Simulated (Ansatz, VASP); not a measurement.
# Two plane-wave programs on H2Pb

INCAR

```
  PREC = Accurate
  ENCUT = 520
  EDIFF = 1E-6
  ISMEAR = 0
  SIGMA = 0.01
  LREAL = False
  LASPH = True
  NELM = 150
  ALGO = Normal
  ISIF = 2
  LWAVE = False
  LCHARG = False
  MAGMOM = 0 0 0 0 0 0 0 0 0
  LORBIT = 11
  LSORBIT = True
  GGA_COMPAT = False
  LORBMOM = True
  GGA = PE
  NBANDS = 29
```

File KPOINTS:

```
Automatic mesh
0
Gamma
  1 1 1
```

Contents of POSCAR:

```
H2Pb
1.0
   11.6500000000      0.0000000000      0.0000000000
    0.0000000000      9.0000000000      0.0000000000
    0.0000000000      0.0000000000     10.3300000000
Pb H
1 2
Direct
    0.4998163100      0.5000000000      0.4356243900
    0.6133665200      0.5000000000      0.5645740600
    0.3862660900      0.5000000000      0.5645740600
```

Input for Ansatz:

```yaml
crystal:
  lattice:
    - [11.65, 0.0, 0.0]
    - [0.0, 9.0, 0.0]
    - [0.0, 0.0, 10.33]
  atoms:
    - { symbol: Pb, position: [0.49981631, 0.5, 0.43562439] }
    - { symbol: H, position: [0.61336652, 0.5, 0.56457406] }
    - { symbol: H, position: [0.38626609, 0.5, 0.56457406] }
basis:
  ecutwfc: 420
  ecutrho_ratio: 4
kpoints:
  mp_grid: { grid: [1, 1, 1] }
hamiltonian:
  xc: pbe
scf:
  occupations: { method: gaussian, width: 0.01 }
output:
  forces: true
  eigenvalues: true
  populations: true
  write_density: true
  write_potential: true
  elf: true
  volumetric_format: npy
magnetization:
  noncollinear: true
  spin_orbit: true
```

Alike in both runs: task single point; functional PBE; k mesh 1 × 1 × 1; occupations gaussian, width 0.01 eV; non-collinear spin, spin-orbit coupling.

|  | VASP | Ansatz |
| --- | --- | --- |
| version | VASP 6.6.1 | Ansatz 0.2.0 |
| potentials or method | VASP PAW PBE potentials, release 64 (Pb_d, H), cutoff 520 eV | plane waves, PAW |
| valence electrons in the cell | 16 | 16 |

VASP gave:

- rms of the force components (eV/Å): 0.116
- net moment per atom (μB): 0.00

Question: What did Ansatz give for the same quantities?

Answer: rms of the force components (eV/Å): 0.144; net moment per atom (μB): 0.00.

Atom by atom the forces differ by 0.028 eV/Å (rms over components). Ansatz's warnings: xc potential rough in thin density.
